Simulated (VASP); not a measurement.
# Li (R-3m) in VASP: notebook

The runs below take Li through single point, with LDA.

Program: VASP 6.6.1. These are calculated values, not measurements. Logs are shortened: lines on timing, memory, paths and dates and some standing lists are left out, and cuts for length are marked.

## Step 1: The cell of the first run

The structure is trigonal, space group R-3m (No. 166). Conventional cell: a = 3.101 Å, b = 3.101 Å, c = 22.537 Å, α = 90.00°, β = 90.00°, γ = 120.00°. Li (site symmetry -3m) has 12 Li at 3.08 to 3.10 Å within 4.1 Å. Within 4.0 Å of Li (site symmetry 3m) lie 12 Li at 3.07 to 3.10 Å.

## Step 2: Single point, LDA (zz strain of -1 %)

File INCAR:

```
  PREC = Accurate
  ENCUT = 520
  EDIFF = 1E-7
  ISMEAR = -1
  SIGMA = 0.08
  LREAL = F
  LASPH = T
  NELM = 80
  ALGO = Normal
  ISIF = 2
  LWAVE = F
  LCHARG = F
  NBANDS = 12
```

File KPOINTS:

```
regular mesh
0
Gamma
  12 12 12
```

File POSCAR:

```
Li
1.0
    1.5504989657      0.8951809952      7.5124170000
   -1.5504989657      0.8951809952      7.5124170000
    0.0000000000     -1.7903619905      7.5124170000
Li
3
Direct
    0.0000000000      0.0000000000      0.0000000000
    0.2220000000      0.2220000000      0.2220000000
    0.7780000000      0.7780000000      0.7780000000
```

Potentials or basis: VASP PAW LDA potentials, release 64 (Li_sv).

Launch:

```
cat potpaw_LDA.64/Li_sv/POTCAR > POTCAR
mpirun -np 1 vasp_std > vasp.out
```

OUTCAR:

```text
PREC = Accurate
   ENCUT = 520
   EDIFF = 1E-7
   ISMEAR = -1
   LREAL = F
   LASPH = T
   NELM = 80
   ISIF = 2

 ion  position               nearest neighbor table
   1  0.000  0.000  0.000-
   2  0.222  0.222  0.222-
   3  0.778  0.778  0.778-

  LATTYP: Found a trigonal (rhomboedric) cell.
 ALAT       =     7.7228107085
 COS(alpha) =     0.9193838271

  Lattice vectors:

 A1 = (   1.5504989657,   0.8951809952,   7.5124170000)
 A2 = (  -1.5504989657,   0.8951809952,   7.5124170000)
 A3 = (   0.0000000000,  -1.7903619905,   7.5124170000)

Analysis of symmetry for initial positions (statically):
=====================================================================
 Subroutine PRICEL returns:
 Original cell was already a primitive cell.

 Routine SETGRP: Setting up the symmetry group for a
 trigonal (rhombohedral) supercell.

 Subroutine GETGRP returns: Found 12 space group operations
 (whereof 12 operations were pure point group operations)
 out of a pool of 12 trial point group operations.

The static configuration has the point symmetry D_3d.

Analysis of symmetry for dynamics (positions and initial velocities):
=====================================================================
 Subroutine PRICEL returns:
 Original cell was already a primitive cell.

 Routine SETGRP: Setting up the symmetry group for a
 trigonal (rhombohedral) supercell.

 Subroutine GETGRP returns: Found 12 space group operations
 (whereof 12 operations were pure point group operations)
 out of a pool of 12 trial point group operations.

The dynamic configuration has the point symmetry D_3d.

 Subroutine INISYM returns: Found 12 space group operations
 (whereof 12 operations are pure point group operations),
 and found     1 'primitive' translations

----------------------------------------------------------------------------------------

                                     Primitive cell

  volume of cell :      62.5624

  direct lattice vectors                    reciprocal lattice vectors
     1.550498966  0.895180995  7.512417000     0.322476836  0.186182088  0.044370984
    -1.550498966  0.895180995  7.512417000    -0.322476836  0.186182088  0.044370984
     0.000000000 -1.790361990  7.512417000     0.000000000 -0.372364176  0.044370984

  length of vectors
     7.722810708  7.722810708  7.722810708     0.374998485  0.374998485  0.374998485

  position of ions in fractional coordinates (direct lattice)
     0.000000000  0.000000000  0.000000000
     0.222000000  0.222000000  0.222000000
     0.778000000  0.778000000  0.778000000

  ion indices of the primitive-cell ions
   primitive index   ion index
                 1           1
                 2           2
                 3           3

----------------------------------------------------------------------------------------

 KPOINTS: regular mesh

Automatic generation of k-mesh.
 Grid dimensions read from file:
 generate k-points for:   12   12   12

 Generating k-lattice:

  Cartesian coordinates                     Fractional coordinates (reciprocal lattice)
     0.026873070  0.015515174  0.003697582     0.083333333  0.000000000  0.000000000
    -0.026873070  0.015515174  0.003697582     0.000000000  0.083333333  0.000000000
     0.000000000 -0.031030348  0.003697582     0.000000000  0.000000000  0.083333333

  Length of vectors
     0.031249874  0.031249874  0.031249874

  Shift w.r.t. Gamma in fractional coordinates (k-lattice)
     0.000000000  0.000000000  0.000000000

 Subroutine IBZKPT returns following result:
 ===========================================

 Found    189 irreducible k-points:

 Following reciprocal coordinates:
            Coordinates               Weight
  0.000000  0.000000  0.000000      1.000000
  0.083333  0.000000  0.000000      6.000000
  0.166667  0.000000  0.000000      6.000000
  0.250000 -0.000000  0.000000      6.000000
  0.333333 -0.000000  0.000000      6.000000
  0.416667  0.000000  0.000000      6.000000
[... 16 lines left out ...]
  0.500000  0.166667  0.000000     12.000000
 -0.416667  0.166667 -0.000000     12.000000
 [... further k-points ...]
   k-points           NKPTS =    189   k-points in BZ     NKDIM =    189   number of bands    NBANDS=     12
   number of dos      NEDOS =    301   number of ions     NIONS =      3
   total plane-waves  NPLWV = 216000
   dimension x,y,z NGX =    60 NGY =   60 NGZ =   60
   dimension x,y,z NGXF=   120 NGYF=  120 NGZF=  120
   ions per type =               3
   NGX,Y,Z   is equivalent  to a cutoff of  12.92, 12.92, 12.92 a.u.
   NGXF,Y,Z  is equivalent  to a cutoff of  25.83, 25.83, 25.83 a.u.
 SYSTEM =  unknown system
   PREC   = accura    normal or accurate (medium, high low for compatibility)
   ISTART =      0    job   : 0-new  1-cont  2-samecut
   ICHARG =      2    charge: 1-file 2-atom 10-const
   ISPIN  =      1    spin polarized calculation?
   LNONCOLLINEAR =      F non collinear calculations
   LSORBIT =      F    spin-orbit coupling
   LASPH  =      T    aspherical Exc in radial PAW
   ENCUT  =  520.0 eV  38.22 Ry    6.18 a.u.  14.36 14.36 14.36*2*pi/ulx,y,z
   NELM   =     80;   NELMIN=  2; NELMDL= -5     # of ELM steps
   EDIFF  = 0.1E-06   stopping-criterion for ELM
   LREAL  =      F    real-space projection
   EDIFFG = 0.1E-05   stopping-criterion for IOM
   NSW    =      0    number of steps for IOM
   IBRION =     -1    ionic relax: 0-MD 1-quasi-New 2-CG
   NFREE  =      0    steps in history (QN), initial steepest desc. (CG)
   ISIF   =      2    stress and relaxation
   ISYM   =      2    0-nonsym 1-usesym 2-fastsym
   POTIM  = 0.5000    time-step for ionic-motion
   TEBEG  =    0.0;   TEEND  =   0.0 temperature during run
   PSTRESS=    0.0 pullay stress
   NELECT =       9.0000    total number of electrons
   NUPDOWN=      -1.0000    fix difference up-down
   EMIN   =  10.00;   EMAX   =-10.00  energy-range for DOS
   EFERMI =   0.00;   METHOD = LEGACY
   ISMEAR =    -1;   SIGMA  =   0.08  broadening in eV -4-tet -1-fermi 0-gaus
   EFERMI_NEDOS =   21; number of points for ismear=-14 and -15
   IALGO  =     38    algorithm
   IMIX   =      4    mixing-type and parameters
     AMIX     =   0.40;   BMIX     =  1.00
     AMIX_MAG =   1.60;   BMIX_MAG =  1.00
  volume/ion in A,a.u.               =      20.85       140.73
  Fermi-wavevector in a.u.,A,eV,Ry     =   0.857797  1.621001 10.011383  0.735816
  Thomas-Fermi vector in A             =   1.974905
   LORBIT       =      0    0 simple, 1 ext, 2 COOP (PROOUT), +10 PAW based schemes
   GGA     = CA    functional components
   LHFCALC =     F    Hartree Fock is set to
   AEXX    =    0.0000 exact exchange contribution
   IVDW    =     0    specifies the selected vdW correction
   LEPSILON=     F    determine dielectric tensor
   LRPA    =     F    only Hartree local field effects (RPA)
 non-spin polarized calculation
  energy-cutoff  :      520.00
  volume of cell :       62.56
 maximum number of plane-waves:      1700
 NGX is ok and might be reduce to    60
   NGX = 29   NGY = 29   NGZ = 29

 number of electron       9.0000010 magnetization

 Free energy of the ion-electron system (eV)
  ---------------------------------------------------
  ext. energy  EPLUGINS =         0.00000000
  ---------------------------------------------------
  free energy    TOTEN  =        -6.13568955 eV

  energy without entropy =       -6.10629024  energy(sigma->0) =       -6.12098990

 E-fermi :   0.5076     XC(G=0):  -7.0727

 val. band max:        0.5043934088   @ k =  -0.1667   0.1667   0.1667
 cond. band min:       0.5134506760   @ k =  -0.2500   0.3333   0.2500
 fundamental gap:      0.0090572671
 Fermi energy:         0.5075930925

 k-point     1 :       0.0000    0.0000    0.0000
  band No.  band energies     occupation
      1     -45.1606      2.00000
      2     -45.1468      2.00000
      3     -45.1417      2.00000
      4      -2.9382      2.00000
      5      -1.0016      2.00000
      6      -1.0015      2.00000
      7       6.1999      0.00000
      8       6.2267      0.00000
      9      12.7657      0.00000
     10      12.7657      0.00000
     11      12.8977      0.00000
     12      12.8977      0.00000

 k-point     2 :       0.0833    0.0000    0.0000
  band No.  band energies     occupation
      1     -45.1596      2.00000
      2     -45.1462      2.00000
      3     -45.1411      2.00000
      4      -2.8300      2.00000
      5      -0.9905      2.00000
      6      -0.7820      2.00000
      7       6.0385      0.00000
      8       6.5069      0.00000
      9      11.5949      0.00000
     10      12.0236      0.00000
     11      12.3369      0.00000
     12      12.4726      0.00000

 k-point     3 :       0.1667    0.0000    0.0000
  band No.  band energies     occupation
      1     -45.1568      2.00000
      2     -45.1444      2.00000
      3     -45.1393      2.00000
      4      -2.5052      2.00000
      5      -0.7551      2.00000
      6      -0.3301      1.99994
      7       5.9367      0.00000
      8       6.8990      0.00000
      9       9.6510      0.00000
     10      10.6153      0.00000
     11      11.0336      0.00000
     12      11.5022      0.00000

 k-point     4 :       0.2500   -0.0000    0.0000
  band No.  band energies     occupation
      1     -45.1530      2.00000
      2     -45.1419      2.00000
      3     -45.1371      2.00000
      4      -1.9638      2.00000
      5      -0.3079      1.99993
      6       0.3432      1.77289
      7       5.6587      0.00000
      8       7.0460      0.00000
      9       8.1751      0.00000
     10       8.9139      0.00000
     11      10.2012      0.00000
     12      10.5832      0.00000

 k-point     5 :       0.3333   -0.0000    0.0000
  band No.  band energies     occupation
      1     -45.1492      2.00000
      2     -45.1392      2.00000
      3     -45.1351      2.00000
      4      -1.2121      2.00000
      5       0.3224      1.82017
      6       1.1764      0.00047
      7       4.6772      0.00000
      8       6.0568      0.00000
      9       7.7246      0.00000
     10       8.0652      0.00000
     11       9.3440      0.00000
     12       9.6035      0.00000
[... 228 lines left out ...]
      1     -45.1510      2.00000
      2     -45.1410      2.00000
      3     -45.1358      2.00000
      4      -1.5980      2.00000
      5      -0.2719      1.99988
      6       1.0388      0.00261
      7       5.4100      0.00000
      8       7.1066      0.00000
      9       7.4441      0.00000
     10       8.1138      0.00000
     11       8.7154      0.00000
     12      10.0804      0.00000

 k-point    22 :       0.4167    0.1667    0.0000
  band No.  band energies     occupation
      1     -45.1477      2.00000
      2     -45.1385      2.00000
      3     -45.1343      2.00000
      4      -0.8305      2.00000
      5       0.3743      1.68228
      6       1.8877      0.00000
      7       4.7720      0.00000
      8       6.1759      0.00000
      9       6.3727      0.00000
     10       7.0993      0.00000
     11       7.9734      0.00000
     12       9.2693      0.00000

 k-point    23 :       0.5000    0.1667    0.0000
  band No.  band energies     occupation
      1     -45.1452      2.00000
      2     -45.1364      2.00000
      3     -45.1335      2.00000
      4       0.1190      1.98458
      5       1.1603      0.00057
      6       2.3719      0.00000
      7       3.9741      0.00000
      8       5.0039      0.00000
      9       5.6265      0.00000
     10       6.4666      0.00000
     11       7.5044      0.00000
     12       8.9427      0.00000

 k-point    24 :      -0.4167    0.1667   -0.0000
  band No.  band energies     occupation
      1     -45.1443      2.00000
      2     -45.1354      2.00000
      3     -45.1333      2.00000
      4       0.8636      0.02307
      5       1.6451      0.00000
      6       1.9302      0.00000
      7       4.0816      0.00000
      8       4.3365      0.00000
      9       4.9258      0.00000
     10       6.7424      0.00000
     11       7.2719      0.00000
     12       8.9788      0.00000

 [... further k-points ...]

------------------------ aborting loop because EDIFF is reached ----------------------------------------

  FORCE on cell =-STRESS in cart. coord.  units (eV):
  Direction    XX          YY          ZZ          XY          YZ          ZX
  --------------------------------------------------------------------------------------
  -------------------------------------------------------------------------------------
  Total       -0.5139148     -0.5139148     -0.4942313      0.0000000      0.0000000     -0.0000000
  in kB      -13.1609873    -13.1609873    -12.6569056      0.0000000      0.0000000     -0.0000000
  external PRESSURE =     -12.9929600 kB  Pullay stress =       0.0000000 kB

 VOLUME and BASIS-vectors are now :
 -----------------------------------------------------------------------------
  energy-cutoff  :      520.00
  volume of cell :       62.56
      direct lattice vectors                 reciprocal lattice vectors
     1.550498966  0.895180995  7.512417000     0.322476836  0.186182088  0.044370984
    -1.550498966  0.895180995  7.512417000    -0.322476836  0.186182088  0.044370984
     0.000000000 -1.790361990  7.512417000     0.000000000 -0.372364176  0.044370984

 POSITION                                       TOTAL-FORCE (eV/Angst)
 -----------------------------------------------------------------------------------
      0.00000      0.00000      0.00000         0.000000     -0.000000      0.000000
      0.00000     -0.00000      5.00327         0.000000     -0.000000      0.008952
      0.00000     -0.00000     17.53398         0.000000      0.000000     -0.008952
 -----------------------------------------------------------------------------------
    total drift:                               -0.000000     -0.000000      0.000000

  FREE ENERGIE OF THE ION-ELECTRON SYSTEM (eV)
  ---------------------------------------------------
  free  energy   TOTEN  =        -6.1356895521 eV

  energy  without entropy=       -6.1062902443  energy(sigma->0) =       -6.12098990
```

It took 3.9 min on 1 thread of Intel Xeon 6975P-C (Granite Rapids), shared host; peak memory 0.38 GiB.

Results:

* Free energy: -6.1357 eV
* Largest force: 0.009 eV/Å

Forces in eV/Å, atoms in the order of the input:
```
Li   0.000  0.000  0.000
Li   0.000  0.000  0.009
Li   0.000  0.000 -0.009
```

Caveat: the cell differs from its parent crystal (zz strain of -1 %); the cutoff is under 1.25 times the usual one of these potentials, so pressure, stress and relaxed cells hold a basis-set (Pulay) error.

## Step 3: Single point, LDA (zz strain of +1 %)

File INCAR:

```
SYSTEM = Li
  ALGO = Normal
  EDIFF = 1E-7
  ENCUT = 520
  ISIF = 2
  ISMEAR = -1
  LASPH = .TRUE.
  LCHARG = .FALSE.
  LREAL = .FALSE.
  LWAVE = .FALSE.
  NBANDS = 12
  NELM = 100
  PREC = Accurate
  SIGMA = 0.08
```

File KPOINTS:

```
k-points
0
G
  12 12 12
  0 0 0
```

File POSCAR:

```
Li
1.0
    1.5504989657      0.8951809952      7.6641830000
   -1.5504989657      0.8951809952      7.6641830000
    0.0000000000     -1.7903619905      7.6641830000
Li
3
Direct
    0.0000000000      0.0000000000      0.0000000000
    0.2220000000      0.2220000000      0.2220000000
    0.7780000000      0.7780000000      0.7780000000
```

Potentials or basis: VASP PAW LDA potentials, release 64 (Li_sv).

Launch:

```
cat potpaw_LDA.64/Li_sv/POTCAR > POTCAR
mpirun -np 1 vasp_std > vasp.out
```

Run time: 4.2 min. Hardware: 1 thread of Intel Xeon 6975P-C (Granite Rapids), shared host; peak memory 0.38 GiB.

It converged, with:

```
Free energy   : -6.1245 eV
Largest force : 0.008 eV/Å
```

Forces on the atoms (eV/Å):
```
Li   0.000  0.000  0.000
Li   0.000  0.000  0.008
Li   0.000  0.000 -0.008
```

Levels at points of the mesh, in eV from the Fermi level:
```
           k point  band 3  band 4  band 5  band 6  band 7  band 8
(0.00, 0.00, 0.00)  -45.68   -3.42   -1.55   -1.55    5.37    5.40
(0.50, 0.00, 0.00)  -45.68   -0.02    0.83    1.03    3.64    3.73
(0.50, 0.50, 0.00)  -45.68    0.26    0.35    1.15    3.14    4.26
(0.50, 0.50, 0.50)  -45.68   -2.95   -2.94   -0.03    2.75    9.93
```

Caveat: the cell differs from its parent crystal (zz strain of +1 %); the cutoff is under 1.25 times the usual one of these potentials, so pressure, stress and relaxed cells hold a basis-set (Pulay) error.

## Step 4: Single point, LDA (volume scaled by 1.02)

File INCAR:

```
SYSTEM = Li
PREC = Accurate
ENCUT = 520
EDIFF = 1E-6
ISMEAR = -1
SIGMA = 0.08
LREAL = .False.
LASPH = .True.
NELM = 80
ALGO = Normal
ISIF = 2
LWAVE = .False.
LCHARG = .False.
GGA = CA
NBANDS = 12
```

File KPOINTS:

```
Automatic mesh
0
Gamma
  12 12 12
  0 0 0
```

File POSCAR:

```
Li
1.0
    1.5607674700      0.9011095189      7.6385551070
   -1.5607674700      0.9011095189      7.6385551070
    0.0000000000     -1.8022190380      7.6385551070
Li
3
Direct
    0.0000000000      0.0000000000      0.0000000000
    0.2220000000      0.2220000000      0.2220000000
    0.7780000000      0.7780000000      0.7780000000
```

Launch:

```
cat potpaw_LDA.64/Li_sv/POTCAR > POTCAR
mpirun -np 1 vasp_std > vasp.out
```

It took 4.5 min on 1 thread of Intel Xeon 6975P-C (Granite Rapids), shared host; peak memory 0.38 GiB.

It converged, with:

* Free energy: -6.1195 eV
* Largest force: 0.008 eV/Å

Forces on the atoms (eV/Å):
```
Li   0.000  0.000  0.000
Li   0.000  0.000  0.008
Li   0.000  0.000 -0.008
```

Levels at points of the mesh, in eV from the Fermi level:
| k point | band 2 | band 3 | band 4 | band 5 | band 6 | band 7 | band 8 | band 9 |
| --- | --- | --- | --- | --- | --- | --- | --- | --- |
| (0.00, 0.00, 0.00) | -45.71 | -45.70 | -3.41 | -1.52 | -1.52 | 5.45 | 5.47 | 12.11 |
| (0.50, 0.00, 0.00) | -45.70 | -45.70 | -0.03 | 0.80 | 1.01 | 3.60 | 3.70 | 4.32 |
| (0.50, 0.50, 0.00) | -45.70 | -45.70 | 0.25 | 0.33 | 1.12 | 3.09 | 4.24 | 5.35 |
| (0.50, 0.50, 0.50) | -45.71 | -45.70 | -2.93 | -2.93 | 0.02 | 2.80 | 10.03 | 10.08 |

Caveat: the cutoff is under 1.25 times the usual one of these potentials, so pressure, stress and relaxed cells hold a basis-set (Pulay) error.

## Step 5: Overview

| cell | gap on the mesh (eV) | largest force (eV/Å) |
| --- | --- | --- |
| a = 7.723 Å, angles 23.2°, 3 atoms | none | 0.01 |
| a = 7.871 Å, angles 22.7°, 3 atoms | none | 0.01 |
| a = 7.848 Å, angles 22.9°, 3 atoms | none | 0.01 |

Alike in all rows: task single point; level LDA; potentials or basis VASP PAW LDA potentials, release 64 (Li_sv); no spin polarisation; k mesh 12 × 12 × 12; cutoff (eV) 520; smearing fermi-dirac 0.08 eV.

Caveats: the cutoff is under 1.25 times the usual one of these potentials, so pressure, stress and relaxed cells hold a basis-set (Pulay) error.

Total energies depend on the potentials used, so only differences within one code and one set of settings carry meaning.
